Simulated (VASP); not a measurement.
Here is a VASP 6.6.1 calculation.

The input INCAR:

```
SYSTEM = SiO2
PREC = Accurate
ENCUT = 520
EDIFF = 1E-7
ISMEAR = 0
SIGMA = 0.05
LREAL = .FALSE.
LASPH = .TRUE.
NELM = 100
ALGO = Normal
ISIF = 2
LWAVE = .FALSE.
LCHARG = .TRUE.
GGA = CA
LELF = .TRUE.
LVHAR = .TRUE.
NBANDS = 25
```

The input KPOINTS:

```
regular mesh
0
G
  6 6 8
  0 0 0
```

The input POSCAR:

```
SiO2
1.0
    4.0305000000      0.0000000000      0.0000000000
    0.0000000000      4.0305000000      0.0000000000
    0.0000000000      0.0000000000      2.4058000000
Si O
2 4
Direct
    0.5000000000      0.5000000000      0.5000000000
    0.0000000000      0.0000000000      0.0000000000
    0.6944252994      0.6944252994      0.0000000000
    0.1944252994      0.8055747006      0.5000000000
    0.3055747006      0.3055747006      0.0000000000
    0.8055747006      0.1944252994      0.5000000000
```

Potentials or basis: VASP PAW LDA potentials, release 64 (Si, O).

The run is started by

```bash
$ cat potpaw_LDA.64/Si/POTCAR potpaw_LDA.64/O/POTCAR > POTCAR
$ mpirun -np 1 vasp_std > vasp.out
```

(1) Predict the largest force.

(2) Predict the pressure.

(3) Predict the band gap on the k mesh.

## Answers

(1) 1.506 eV/Å.

(2) 84.1 GPa.

(3) 8.23 eV, direct.

Caveat: forces of over 1 eV/Å act on the atoms, so gaps and moduli don't describe the material at rest.
